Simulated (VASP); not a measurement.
# Mn (Fd-3m) in VASP: relaxation of cell and atoms with PBE

Aim: the relaxation of cell and atoms of Mn with PBE.

Program: VASP 6.6.1. These are calculated values, not measurements. Logs are shortened: lines on timing, memory, paths and dates and some standing lists are left out, and cuts for length are marked.

## 1. The cell of the first run

It takes space group Fd-3m (No. 227, cubic). The conventional cell has a = 4.433 Å, b = 4.433 Å, c = 4.433 Å, α = 90.00°, β = 90.00°, γ = 90.00°. Within 2.5 Å of Mn (site symmetry -43m) lie 4 Mn at 1.92 Å.

This isn't the form of Mn at room conditions, which is a 58-atom cubic cell.

## 2. Relaxation of cell and atoms, PBE, collinear spin, ferromagnetic start, target pressure 95 GPa, at which the enthalpy is minimised

File INCAR:

```
SYSTEM = Mn
ALGO = Normal
EDIFF = 1E-7
EDIFFG = -0.005
ENCUT = 600
GGA = PE
IBRION = 2
ISIF = 3
ISMEAR = -1
ISPIN = 2
LASPH = .True.
LCHARG = .False.
LMAXMIX = 4
LORBIT = 11
LREAL = .False.
LWAVE = .False.
MAGMOM = 3 3
NELM = 150
NSW = 32
PREC = Accurate
PSTRESS = 950.0
SIGMA = 0.08
```

File KPOINTS:

```
k-points
0
Gamma
  15 15 15
  0 0 0
```

File POSCAR:

```
Mn
1.0
    0.0000000000      2.2165777219      2.2165777219
    2.2165777219      0.0000000000      2.2165777219
    2.2165777219      2.2165777219      0.0000000000
Mn
2
Direct
   -0.1250000000     -0.1250000000     -0.1250000000
    0.1250000000      0.1250000000      0.1250000000
```

Potentials or basis: VASP PAW PBE potentials, release 64 (Mn_pv).

Run with:

```
cat potpaw_PBE.64/Mn_pv/POTCAR > POTCAR
mpirun -np 1 vasp_std > vasp.out
```

OUTCAR:

```text
SYSTEM = Mn
   EDIFF = 1E-7
   EDIFFG = -0.005
   ENCUT = 600
   GGA = PE
   IBRION = 2
   ISIF = 3
   ISMEAR = -1
   ISPIN = 2
   LASPH = .True.
   LORBIT = 11
   LREAL = .False.
   NELM = 150
   NSW = 32
   PREC = Accurate
   PSTRESS = 950.0

 ion  position               nearest neighbor table
   1  0.875  0.875  0.875-   2 1.92   2 1.92   2 1.92   2 1.92
   2  0.125  0.125  0.125-   1 1.92   1 1.92   1 1.92   1 1.92

  LATTYP: Found a face centered cubic cell.
 ALAT       =     4.4331554438

  Lattice vectors:

 A1 = (   0.0000000000,   2.2165777219,   2.2165777219)
 A2 = (   2.2165777219,   0.0000000000,   2.2165777219)
 A3 = (   2.2165777219,   2.2165777219,   0.0000000000)

Analysis of symmetry for initial positions (statically):
=====================================================================
 Subroutine PRICEL returns:
 Original cell was already a primitive cell.

 Routine SETGRP: Setting up the symmetry group for a
 face centered cubic supercell.

 Subroutine GETGRP returns: Found 48 space group operations
 (whereof 12 operations were pure point group operations)
 out of a pool of 48 trial point group operations.

The static configuration has the point symmetry D_3d.
 The point group associated with its full space group is O_h .

Analysis of symmetry for dynamics (positions and initial velocities):
=====================================================================
 Subroutine PRICEL returns:
 Original cell was already a primitive cell.

 Routine SETGRP: Setting up the symmetry group for a
 face centered cubic supercell.

 Subroutine GETGRP returns: Found 48 space group operations
 (whereof 12 operations were pure point group operations)
 out of a pool of 48 trial point group operations.

The dynamic configuration has the point symmetry D_3d.
 The point group associated with its full space group is O_h .

Analysis of structural, dynamic, and magnetic symmetry:
=====================================================================
 Subroutine PRICEL returns:
 Original cell was already a primitive cell.

 Routine SETGRP: Setting up the symmetry group for a
 face centered cubic supercell.

 Subroutine GETGRP returns: Found 48 space group operations
 (whereof 12 operations were pure point group operations)
 out of a pool of 48 trial point group operations.

The overall configuration has the point symmetry D_3d.
 The point group associated with its full space group is O_h .

 Subroutine INISYM returns: Found 48 space group operations
 (whereof 12 operations are pure point group operations),
 and found     1 'primitive' translations

----------------------------------------------------------------------------------------

                                     Primitive cell

  volume of cell :      21.7811

  direct lattice vectors                    reciprocal lattice vectors
     0.000000000  2.216577722  2.216577722    -0.225572961  0.225572961  0.225572961
     2.216577722  0.000000000  2.216577722     0.225572961 -0.225572961  0.225572961
     2.216577722  2.216577722  0.000000000     0.225572961  0.225572961 -0.225572961

  length of vectors
     3.134714276  3.134714276  3.134714276     0.390703829  0.390703829  0.390703829

  position of ions in fractional coordinates (direct lattice)
     0.875000000  0.875000000  0.875000000
     0.125000000  0.125000000  0.125000000

  ion indices of the primitive-cell ions
   primitive index   ion index
                 1           1
                 2           2

----------------------------------------------------------------------------------------

 KPOINTS: k-points

Automatic generation of k-mesh.
 Grid dimensions read from file:
 generate k-points for:   15   15   15

 Generating k-lattice:

  Cartesian coordinates                     Fractional coordinates (reciprocal lattice)
    -0.015038197  0.015038197  0.015038197     0.066666667  0.000000000  0.000000000
     0.015038197 -0.015038197  0.015038197     0.000000000  0.066666667  0.000000000
     0.015038197  0.015038197 -0.015038197     0.000000000  0.000000000  0.066666667

  Length of vectors
     0.026046922  0.026046922  0.026046922

  Shift w.r.t. Gamma in fractional coordinates (k-lattice)
     0.000000000  0.000000000  0.000000000

 Subroutine IBZKPT returns following result:
 ===========================================

 Found    120 irreducible k-points:

 Following reciprocal coordinates:
            Coordinates               Weight
  0.000000  0.000000  0.000000      1.000000
  0.066667  0.000000  0.000000      8.000000
  0.133333  0.000000  0.000000      8.000000
  0.200000  0.000000  0.000000      8.000000
  0.266667  0.000000  0.000000      8.000000
  0.333333  0.000000  0.000000      8.000000
[... 16 lines left out ...]
  0.133333  0.133333  0.000000      6.000000
  0.200000  0.133333  0.000000     24.000000
 [... further k-points ...]
   k-points           NKPTS =    120   k-points in BZ     NKDIM =    120   number of bands    NBANDS=     20
   number of dos      NEDOS =    301   number of ions     NIONS =      2
   total plane-waves  NPLWV =  21952
   dimension x,y,z NGX =    28 NGY =   28 NGZ =   28
   dimension x,y,z NGXF=    56 NGYF=   56 NGZF=   56
   ions per type =               2
   NGX,Y,Z   is equivalent  to a cutoff of  14.85, 14.85, 14.85 a.u.
   NGXF,Y,Z  is equivalent  to a cutoff of  29.70, 29.70, 29.70 a.u.
 SYSTEM =  Mn
   PREC   = accura    normal or accurate (medium, high low for compatibility)
   ISTART =      0    job   : 0-new  1-cont  2-samecut
   ICHARG =      2    charge: 1-file 2-atom 10-const
   ISPIN  =      2    spin polarized calculation?
   LNONCOLLINEAR =      F non collinear calculations
   LSORBIT =      F    spin-orbit coupling
   LASPH  =      T    aspherical Exc in radial PAW
   ENCUT  =  600.0 eV  44.10 Ry    6.64 a.u.   6.26  6.26  6.26*2*pi/ulx,y,z
   NELM   =    150;   NELMIN=  2; NELMDL= -5     # of ELM steps
   EDIFF  = 0.1E-06   stopping-criterion for ELM
   LREAL  =      F    real-space projection
   EDIFFG = -.5E-02   stopping-criterion for IOM
   NSW    =     32    number of steps for IOM
   IBRION =      2    ionic relax: 0-MD 1-quasi-New 2-CG
   NFREE  =      1    steps in history (QN), initial steepest desc. (CG)
   ISIF   =      3    stress and relaxation
   ISYM   =      2    0-nonsym 1-usesym 2-fastsym
   POTIM  = 0.5000    time-step for ionic-motion
   TEBEG  =    0.0;   TEEND  =   0.0 temperature during run
   PSTRESS=  950.0 pullay stress
   NELECT =      26.0000    total number of electrons
   NUPDOWN=      -1.0000    fix difference up-down
   EMIN   =  10.00;   EMAX   =-10.00  energy-range for DOS
   EFERMI =   0.00;   METHOD = LEGACY
   ISMEAR =    -1;   SIGMA  =   0.08  broadening in eV -4-tet -1-fermi 0-gaus
   EFERMI_NEDOS =   21; number of points for ismear=-14 and -15
   IALGO  =     38    algorithm
   IMIX   =      4    mixing-type and parameters
     AMIX     =   0.40;   BMIX     =  1.00
     AMIX_MAG =   1.60;   BMIX_MAG =  1.00
  volume/ion in A,a.u.               =      10.89        73.49
  Fermi-wavevector in a.u.,A,eV,Ry     =   1.736626  3.281747 41.033404  3.015870
  Thomas-Fermi vector in A             =   2.810005
   LORBIT       =     11    0 simple, 1 ext, 2 COOP (PROOUT), +10 PAW based schemes
   GGA     = PE    functional components
   LHFCALC =     F    Hartree Fock is set to
   AEXX    =    0.0000 exact exchange contribution
   IVDW    =     0    specifies the selected vdW correction
   LEPSILON=     F    determine dielectric tensor
   LRPA    =     F    only Hartree local field effects (RPA)
 conjugate gradient relaxation of ions
 spin polarized calculation
  energy-cutoff  :      600.00
  volume of cell :       21.78
 maximum number of plane-waves:       745
 NGX is ok and might be reduce to    28
   NGX = 13   NGY = 13   NGZ = 13

--------------------------------------- Ionic step        1  -------------------------------------------

 number of electron      26.0000003 magnetization      -0.0001091

 number of electron      26.0000003 magnetization       0.0000182

 Free energy of the ion-electron system (eV)
  ---------------------------------------------------
  ext. energy  EPLUGINS =         0.00000000
  ---------------------------------------------------
  free energy    TOTEN  =       -13.13174899 eV

  energy without entropy =      -13.08809296  energy(sigma->0) =      -13.10992098

------------------------ aborting loop because EDIFF is reached ----------------------------------------

  FORCE on cell =-STRESS in cart. coord.  units (eV):
  Direction    XX          YY          ZZ          XY          YZ          ZX
  --------------------------------------------------------------------------------------
  -------------------------------------------------------------------------------------
  Total       14.1293348     14.1293348     14.1293348      0.0000000      0.0000000     -0.0000000
  in kB     1039.3298742   1039.3298742   1039.3298742      0.0000000      0.0000000     -0.0000000
  external PRESSURE =      89.3298742 kB  Pullay stress =     950.0000000 kB
[... 25 lines left out ...]
--------------------------------------- Ionic step        2  -------------------------------------------

 number of electron      26.0000013 magnetization       0.0000146

 number of electron      26.0000013 magnetization      -0.0000002

 E-fermi :   9.0150     XC(G=0): -13.0332

 val. band max:        9.0116613711   @ k =  -0.2000   0.2000   0.0000
 cond. band min:       9.0176735021   @ k =  -0.2667   0.2667   0.0000
 fundamental gap:      0.0060121310
 Fermi energy:         9.0149793497

 spin component 1

 k-point     1 :       0.0000    0.0000    0.0000
  band No.  band energies     occupation
      1     -39.2966      1.00000
      2     -39.2966      1.00000
      3     -39.2966      1.00000
      4     -37.9616      1.00000
      5     -37.9616      1.00000
      6     -37.9616      1.00000
[... 1176 lines left out ...]
--------------------------------------- Ionic step        4  -------------------------------------------

 number of electron      25.9999990 magnetization      -0.0000002

 number of electron      25.9999990 magnetization       0.0000001

 Free energy of the ion-electron system (eV)
  ---------------------------------------------------
  ext. energy  EPLUGINS =         0.00000000
  ---------------------------------------------------
  free energy    TOTEN  =       -13.35951013 eV

  energy without entropy =      -13.31650640  energy(sigma->0) =      -13.33800826

 E-fermi :  10.0236     XC(G=0): -13.4366

 val. band max:       10.0217120017   @ k =  -0.3333   0.4000   0.0667
 cond. band min:      10.0343429510   @ k =  -0.4000   0.4000   0.0667
 fundamental gap:      0.0126309493
 Fermi energy:        10.0236219715

 spin component 1

 k-point     1 :       0.0000    0.0000    0.0000
  band No.  band energies     occupation
      1     -38.4983      1.00000
      2     -38.4983      1.00000
      3     -38.4983      1.00000
      4     -36.9207      1.00000
      5     -36.9207      1.00000
      6     -36.9207      1.00000
[... 1128 lines left out ...]
  FREE ENERGIE OF THE ION-ELECTRON SYSTEM (eV)
  ---------------------------------------------------
  free  energy   TOTEN  =       -13.3595101254 eV

  energy  without entropy=      -13.3165063951  energy(sigma->0) =      -13.33800826

  enthalpy is  TOTEN    =        -0.2269198937 eV   P V=       13.1325902317

 reached required accuracy - stopping structural energy minimisation

 total charge

# of ion       s       p       d       tot
------------------------------------------
    1        0.579   6.391   5.730  12.701
    2        0.579   6.391   5.730  12.701
--------------------------------------------------
tot          1.159  12.783  11.460  25.401

 magnetization (x)

# of ion       s       p       d       tot
------------------------------------------
    1       -0.000  -0.000  -0.000  -0.000
    2       -0.000  -0.000  -0.000  -0.000
--------------------------------------------------
tot         -0.000  -0.000  -0.000  -0.000
```

It took 5.5 min on 1 thread of AMD EPYC 7R13 (Zen 3), shared host; peak memory 0.21 GiB.

Results:

```
Free energy                                                : -13.3595 eV
Relaxed volume                                             : 11.07 Å³/atom
Relaxed cell                                               : a = 3.152 Å, b = 3.152 Å, c = 3.152 Å, α = 60.00°, β = 60.00°, γ = 60.00°
Space group after relaxing (to 0.1 Å)                      : Fd-3m (No. 227)
Energy change on relaxing (the run minimises the enthalpy) : -113.9 meV/atom
Ionic steps                                                : 4
Pressure after relaxing                                    : 95.0 GPa
Band gap on the k mesh                                     : zero (filled and empty bands overlap)
Net moment                                                 : 0.00 μB per cell
Valence electrons inside the program's atomic spheres      : Mn 12.70
```

The path:
```
step  energy change (eV)  largest force (eV/Å)  pressure (GPa)  volume (Å³)
   1              0.0000                0.0000          103.93        21.78
   2             -1.0104                0.0000           63.13        23.75
   3             -0.2353                0.0000           94.70        22.16
   4             -0.2278                0.0000           95.00        22.15
```

Final structure:
```xyz
2
Lattice="0.0000 2.2290 2.2290 2.2290 0.0000 2.2290 2.2290 2.2290 0.0000" Properties=species:S:1:pos:R:3 pbc="T T T"
Mn    3.9007    3.9007    3.9007
Mn    0.5572    0.5572    0.5572
```

Caveat: the cell is relaxed towards a set pressure, so the run minimises the enthalpy, not the energy; atoms lie so close that the PAW spheres overlap strongly, which falsifies energies and pressures; the moments typed at the start vanished in this run.
